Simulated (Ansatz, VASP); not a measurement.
## TiC: VASP beside Ansatz

The input POSCAR:

```
TiC
1.0
    0.0000000000      2.1964600000      2.1964600000
    2.1964600000      0.0000000000      2.1964600000
    2.1964600000      2.1964600000      0.0000000000
Ti C
1 1
Direct
    0.0000000000      0.0000000000      0.0000000000
    0.5000000000      0.5000000000      0.5000000000
```

The input INCAR.step1:

```
PREC = Accurate ; ENCUT = 520
ISMEAR = 0 ; SIGMA = 0.15
LREAL = F ; LASPH = T
NELM = 80 ; NBANDS = 15
GGA = PE ; ALGO = Normal
EDIFF = 1E-4 ; LWAVE = T
LCHARG = F
```

Contents of INCAR.step2:

```
PREC = Accurate ; ENCUT = 520
EDIFF = 1E-6 ; ISMEAR = 0
SIGMA = 0.15 ; LREAL = F
LASPH = T ; NELM = 80
ALGO = Normal ; ISIF = 2
LWAVE = F ; LCHARG = F
METAGGA = R2SCAN ; LMIXTAU = T
NBANDS = 15 ; ISTART = 1
```

Contents of KPOINTS:

```
regular mesh
0
Gamma
  18 18 18
```

Input for Ansatz:

```yaml
crystal:
  lattice:
    - [0.0, 2.19646, 2.19646]
    - [2.19646, 0.0, 2.19646]
    - [2.19646, 2.19646, 0.0]
  atoms:
    - { symbol: Ti, position: [0.0, 0.0, 0.0] }
    - { symbol: C, position: [0.5, 0.5, 0.5] }
basis:
  ecutwfc: 500
kpoints:
  mp_grid: { grid: [18, 18, 18] }
hamiltonian:
  xc: r2scan
scf:
  occupations: { method: gaussian, width: 0.15 }
output:
  forces: true
  stress: true
  eigenvalues: true
```

Change from the starting cell: strain +0.015 along x and y, +0.015 along z, atoms carried along.

Alike in both runs: task single point; functional r2SCAN; k mesh 18 × 18 × 18; occupations gaussian, width 0.15 eV; no spin polarisation.

|  | VASP | Ansatz |
| --- | --- | --- |
| version | VASP 6.6.1 | Ansatz 0.2.0 |
| potentials or method | VASP PAW PBE potentials, release 64 (Ti_sv, C), cutoff 520 eV | scalar-relativistic, plane waves, PAW |
| valence electrons in the cell | 16 | 16 |

VASP gave:

- gap on the k mesh at the Fermi level (eV): none
- pressure (GPa): -9.9

Question: Estimate Ansatz's values.

Answer: gap on the k mesh at the Fermi level (eV): none; pressure (GPa): -10.8.

VASP's potentials were made for PBE, not for r2SCAN. A gap of «none» marks a metal or a gap that the smearing closes.
